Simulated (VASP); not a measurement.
Here is a VASP 6.6.1 calculation.

File INCAR:

```
SYSTEM = Mo
PREC = Accurate
ENCUT = 520
EDIFF = 1E-6
ISMEAR = 0
SIGMA = 0.15
LREAL = .FALSE.
LASPH = .TRUE.
NELM = 60
ALGO = Fast
ISIF = 2
LWAVE = .FALSE.
LCHARG = .FALSE.
GGA = CA
NBANDS = 13
```

File KPOINTS:

```
regular mesh
0
G
  20 20 20
  0 0 0
```

The input POSCAR:

```
Mo
1.0
    0.0000000000      2.0452250000      2.0150000000
    2.0452250000      0.0000000000      2.0150000000
    2.0452250000      2.0452250000      0.0000000000
Mo
1
Direct
    0.0000000000      0.0000000000      0.0000000000
```

Potentials or basis: VASP PAW LDA potentials, release 64 (Mo_sv).

Launch:

```console
$ cat potpaw_LDA.64/Mo_sv/POTCAR > POTCAR
$ mpirun -np 1 vasp_std > vasp.out
```

(1) Predict the pressure.

(2) Predict the band gap on the k mesh.

Results:

(1) -21.2 GPa.

(2) zero (band 7 reaches 14.56 eV, above the bottom of band 8 at 10.25 eV).

Caveat: the cell differs from its parent crystal (strain +0.015 along x and y, +0.000 along z).
